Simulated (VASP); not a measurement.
# Ga (Cmcm) in VASP: a series of runs, part 2 of 2

VASP 6.6.1. Earlier steps stand in the parts before.

## 3. Single point, r2SCAN (strained)

POSCAR reads:

```
Ga
1.0
    1.4296420000     -4.1080890000      0.0000000000
    1.4296420000      4.1080890000      0.0000000000
    0.0000000000      0.0000000000      3.0915108000
Ga
2
Direct
    0.8793001230      0.1206998770      0.2500000000
    0.1206998770      0.8793001230      0.7500000000
```

INCAR.step1 reads:

```
PREC     = Accurate       # precision mode
ENCUT    = 520            # plane-wave cutoff, eV
ISMEAR   = 0              # smearing method
SIGMA    = 0.1            # smearing width, eV
LREAL    = False          # projectors in reciprocal space
LASPH    = True           # aspherical terms in the spheres
NELM     = 100            # most SCF steps
NBANDS   = 20             # bands
GGA      = PE             # functional
ALGO     = Normal         # electronic algorithm
EDIFF    = 1E-4           # SCF threshold, eV
LWAVE    = True           # write WAVECAR
LCHARG   = False          # write CHGCAR
```

INCAR.step2 reads:

```
PREC     = Accurate       # precision mode
ENCUT    = 520            # plane-wave cutoff, eV
EDIFF    = 1E-6           # SCF threshold, eV
ISMEAR   = 0              # smearing method
SIGMA    = 0.1            # smearing width, eV
LREAL    = False          # projectors in reciprocal space
LASPH    = True           # aspherical terms in the spheres
NELM     = 100            # most SCF steps
ALGO     = Normal         # electronic algorithm
ISIF     = 2              # what is computed and relaxed
LWAVE    = False          # write WAVECAR
LCHARG   = False          # write CHGCAR
METAGGA  = R2SCAN         # meta-GGA
LMIXTAU  = True         
NBANDS   = 20             # bands
ISTART   = 1
```

KPOINTS reads:

```
Automatic mesh
0
Gamma
  16 16 14
```

Potentials or basis: VASP PAW PBE potentials, release 64 (Ga_d).

Run with:

```console
> cat potpaw_PBE.64/Ga_d/POTCAR > POTCAR
> cp INCAR.step1 INCAR
> mpirun -np 1 vasp_std > vasp.out
> cp INCAR.step2 INCAR
> mpirun -np 1 vasp_std > vasp.out
```

OUTCAR:

```text
PREC = Accurate
   ENCUT = 520
   EDIFF = 1E-6
   ISMEAR = 0
   LREAL = False
   LASPH = True
   NELM = 100
   ISIF = 2
   METAGGA = R2SCAN
   ISTART = 1

 ion  position               nearest neighbor table
   1  0.879  0.121  0.250-   2 2.51   2 2.51
   2  0.121  0.879  0.750-   1 2.51   1 2.51

  LATTYP: Found a base centered orthorhombic cell.
 ALAT       =     2.8592840000
 B/A-ratio  =     2.8735088924
 C/A-ratio  =     1.0812185148

  Lattice vectors:

 A1 = (   1.4296420000,  -4.1080890000,   0.0000000000)
 A2 = (   1.4296420000,   4.1080890000,   0.0000000000)
 A3 = (   0.0000000000,   0.0000000000,   3.0915108000)

Analysis of symmetry for initial positions (statically):
=====================================================================
 Subroutine PRICEL returns:
 Original cell was already a primitive cell.

 Routine SETGRP: Setting up the symmetry group for a
 base centered orthorhombic supercell.

 Subroutine GETGRP returns: Found  8 space group operations
 (whereof  4 operations were pure point group operations)
 out of a pool of  8 trial point group operations.

The static configuration has the point symmetry C_2h.
 The point group associated with its full space group is D_2h.

Analysis of symmetry for dynamics (positions and initial velocities):
=====================================================================
 Subroutine PRICEL returns:
 Original cell was already a primitive cell.

 Routine SETGRP: Setting up the symmetry group for a
 base centered orthorhombic supercell.

 Subroutine GETGRP returns: Found  8 space group operations
 (whereof  4 operations were pure point group operations)
 out of a pool of  8 trial point group operations.

The dynamic configuration has the point symmetry C_2h.
 The point group associated with its full space group is D_2h.

 Subroutine INISYM returns: Found  8 space group operations
 (whereof  4 operations are pure point group operations),
 and found     1 'primitive' translations

----------------------------------------------------------------------------------------

                                     Primitive cell

  volume of cell :      36.3135

  direct lattice vectors                    reciprocal lattice vectors
     1.429642000 -4.108089000  0.000000000     0.349737906 -0.121711092  0.000000000
     1.429642000  4.108089000  0.000000000     0.349737906  0.121711092  0.000000000
     0.000000000  0.000000000  3.091510800     0.000000000  0.000000000  0.323466442

  length of vectors
     4.349743841  4.349743841  3.091510800     0.370310941  0.370310941  0.323466442

  position of ions in fractional coordinates (direct lattice)
     0.879300123  0.120699877  0.250000000
     0.120699877  0.879300123  0.750000000

  ion indices of the primitive-cell ions
   primitive index   ion index
                 1           1
                 2           2

----------------------------------------------------------------------------------------

 KPOINTS: Automatic mesh

Automatic generation of k-mesh.
 Grid dimensions read from file:
 generate k-points for:   16   16   14

 Generating k-lattice:

  Cartesian coordinates                     Fractional coordinates (reciprocal lattice)
     0.021858619 -0.007606943  0.000000000     0.062500000  0.000000000  0.000000000
     0.021858619  0.007606943  0.000000000     0.000000000  0.062500000  0.000000000
     0.000000000  0.000000000  0.023104746     0.000000000  0.000000000  0.071428571

  Length of vectors
     0.023144434  0.023144434  0.023104746

  Shift w.r.t. Gamma in fractional coordinates (k-lattice)
     0.000000000  0.000000000  0.000000000

 Subroutine IBZKPT returns following result:
 ===========================================

 Found    584 irreducible k-points:

 Following reciprocal coordinates:
            Coordinates               Weight
  0.000000  0.000000  0.000000      1.000000
  0.062500  0.000000  0.000000      4.000000
  0.125000  0.000000  0.000000      4.000000
  0.187500 -0.000000  0.000000      4.000000
  0.250000  0.000000  0.000000      4.000000
  0.312500  0.000000  0.000000      4.000000
[... 16 lines left out ...]
 -0.125000  0.062500  0.000000      4.000000
 -0.062500  0.062500  0.000000      2.000000
 [... further k-points ...]
   k-points           NKPTS =    584   k-points in BZ     NKDIM =    584   number of bands    NBANDS=     20
   number of dos      NEDOS =    301   number of ions     NIONS =      2
   total plane-waves  NPLWV =  24576
   dimension x,y,z NGX =    32 NGY =   32 NGZ =   24
   dimension x,y,z NGXF=    64 NGYF=   64 NGZF=   48
   ions per type =               2
   NGX,Y,Z   is equivalent  to a cutoff of  12.23, 12.23, 12.91 a.u.
   NGXF,Y,Z  is equivalent  to a cutoff of  24.46, 24.46, 25.81 a.u.
 SYSTEM =  unknown system
   PREC   = accura    normal or accurate (medium, high low for compatibility)
   ISTART =      1    job   : 0-new  1-cont  2-samecut
   ICHARG =      0    charge: 1-file 2-atom 10-const
   ISPIN  =      1    spin polarized calculation?
   LNONCOLLINEAR =      F non collinear calculations
   LSORBIT =      F    spin-orbit coupling
   LASPH  =      T    aspherical Exc in radial PAW
   ENCUT  =  520.0 eV  38.22 Ry    6.18 a.u.   8.09  8.09  5.75*2*pi/ulx,y,z
   NELM   =    100;   NELMIN=  2; NELMDL=  0     # of ELM steps
   EDIFF  = 0.1E-05   stopping-criterion for ELM
   LREAL  =      F    real-space projection
   EDIFFG = 0.1E-04   stopping-criterion for IOM
   NSW    =      0    number of steps for IOM
   IBRION =     -1    ionic relax: 0-MD 1-quasi-New 2-CG
   NFREE  =      0    steps in history (QN), initial steepest desc. (CG)
   ISIF   =      2    stress and relaxation
   ISYM   =      2    0-nonsym 1-usesym 2-fastsym
   POTIM  = 0.5000    time-step for ionic-motion
   TEBEG  =    0.0;   TEEND  =   0.0 temperature during run
   PSTRESS=    0.0 pullay stress
   NELECT =      26.0000    total number of electrons
   NUPDOWN=      -1.0000    fix difference up-down
   EMIN   =  10.00;   EMAX   =-10.00  energy-range for DOS
   EFERMI =   0.00;   METHOD = LEGACY
   ISMEAR =     0;   SIGMA  =   0.10  broadening in eV -4-tet -1-fermi 0-gaus
   EFERMI_NEDOS =   21; number of points for ismear=-14 and -15
   IALGO  =     38    algorithm
   IMIX   =      4    mixing-type and parameters
     AMIX     =   0.40;   BMIX     =  1.00
     AMIX_MAG =   1.60;   BMIX_MAG =  1.00
  volume/ion in A,a.u.               =      18.16       122.53
  Fermi-wavevector in a.u.,A,eV,Ry     =   1.464569  2.767635 29.184004  2.144964
  Thomas-Fermi vector in A             =   2.580530
   LORBIT       =      0    0 simple, 1 ext, 2 COOP (PROOUT), +10 PAW based schemes
   METAGGA = R2SCAN    functional components
   LHFCALC =     F    Hartree Fock is set to
   AEXX    =    0.0000 exact exchange contribution
   IVDW    =     0    specifies the selected vdW correction
   LEPSILON=     F    determine dielectric tensor
   LRPA    =     F    only Hartree local field effects (RPA)
 non-spin polarized calculation
 Gauss-broadening in eV      SIGMA  =   0.10
  energy-cutoff  :      520.00
  volume of cell :       36.31
 maximum number of plane-waves:       998
   NGX = 17   NGY = 17   NGZ = 11

 number of electron      26.0000001 magnetization

 Free energy of the ion-electron system (eV)
  ---------------------------------------------------
  ext. energy  EPLUGINS =         0.00000000
  ---------------------------------------------------
  free energy    TOTEN  =       -22.54309278 eV

  energy without entropy =      -22.53966812  energy(sigma->0) =      -22.54138045

 E-fermi :   5.8069     XC(G=0): -12.2841

 val. band max:        5.7957347103   @ k =   0.0000   0.0000   0.2143
 cond. band min:       5.8075000256   @ k =   0.4375   0.0625   0.1429
 fundamental gap:      0.0117653153
 Fermi energy:         5.8068835178

 k-point     1 :       0.0000    0.0000    0.0000
  band No.  band energies     occupation
      1     -10.0306      2.00000
      2     -10.0274      2.00000
      3      -9.9655      2.00000
      4      -9.8293      2.00000
      5      -9.6543      2.00000
      6      -9.6221      2.00000
[... 12 lines left out ...]
     19      18.0389      0.00000
     20      18.0778      0.00000
[... 507 lines left out ...]
 k-point    24 :      -0.0625    0.0625    0.0000
  band No.  band energies     occupation
      1     -10.0274      2.00000
      2     -10.0235      2.00000
      3      -9.9698      2.00000
      4      -9.8241      2.00000
      5      -9.6648      2.00000
      6      -9.6259      2.00000
[... 12 lines left out ...]
     19      17.7277      0.00000
     20      18.0052      0.00000

 [... further k-points ...]

------------------------ aborting loop because EDIFF is reached ----------------------------------------

  FORCE on cell =-STRESS in cart. coord.  units (eV):
  Direction    XX          YY          ZZ          XY          YZ          ZX
  --------------------------------------------------------------------------------------
  -------------------------------------------------------------------------------------
  Total       -0.8402684      0.9735326      1.1723259      0.0000000      0.0000000      0.0000000
  in kB      -37.0732521     42.9529673     51.7238709      0.0000000      0.0000000      0.0000000
  external PRESSURE =      19.2011953 kB  Pullay stress =       0.0000000 kB

 VOLUME and BASIS-vectors are now :
 -----------------------------------------------------------------------------
  energy-cutoff  :      520.00
  volume of cell :       36.31
      direct lattice vectors                 reciprocal lattice vectors
     1.429642000 -4.108089000  0.000000000     0.349737906 -0.121711092  0.000000000
     1.429642000  4.108089000  0.000000000     0.349737906  0.121711092  0.000000000
     0.000000000  0.000000000  3.091510800     0.000000000  0.000000000  0.323466442

 POSITION                                       TOTAL-FORCE (eV/Angst)
 -----------------------------------------------------------------------------------
      1.42964     -3.11640      0.77288         0.000000      1.272251      0.000000
      1.42964      3.11640      2.31863         0.000000     -1.272251     -0.000000
 -----------------------------------------------------------------------------------
    total drift:                               -0.000000     -0.000000     -0.000000

  FREE ENERGIE OF THE ION-ELECTRON SYSTEM (eV)
  ---------------------------------------------------
  free  energy   TOTEN  =       -22.5430927818 eV

  energy  without entropy=      -22.5396681174  energy(sigma->0) =      -22.54138045
```

Wall time 19 min (1 thread of Intel Xeon Platinum 8375C at 2.90GHz (Ice Lake), shared host); peak memory 0.44 GiB.

Results:

```yaml
Free_energy: -22.5431 eV
Pressure: 1.9 GPa
Largest_force: 1.272 eV/Å
Band_gap_on_the_k_mesh: zero (bands 13 and 14 overlap by 10.54 eV)
```

Forces in eV/Å, atoms in the order of the input:
```
Ga   0.000  1.272  0.000
Ga   0.000 -1.272  0.000
```

Caveat: the cell differs from its parent crystal (strained); the PAW data sets were made with another functional, which shifts forces and pressure a little.
